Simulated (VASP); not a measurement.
Input of a VASP 6.6.1 run:

File INCAR:

```
PREC = Accurate ; ENCUT = 520
EDIFF = 1E-7 ; ISMEAR = -1
SIGMA = 0.1 ; LREAL = False
LASPH = True ; NELM = 80
ALGO = Normal ; ISIF = 2
LWAVE = False ; LCHARG = False
GGA = PE ; NBANDS = 12
```

Contents of KPOINTS:

```
regular mesh
0
Gamma
  14 14 13
```

POSCAR

```
Tl
1.0
    3.2847941754      0.0000000000      0.0000000000
   -1.6423970877      2.8447152021      0.0000000000
    0.0000000000      0.0000000000      3.1093971090
Tl
1
Direct
    0.0000000000      0.0000000000      0.0000000000
```

Potentials or basis: VASP PAW PBE potentials, release 64 (Tl_d).

Launch:

```bash
$ cat potpaw_PBE.64/Tl_d/POTCAR > POTCAR
$ mpirun -np 1 vasp_std > vasp.out
```

(1) What does it give for the pressure?

Answers

(1) 4.1 GPa.
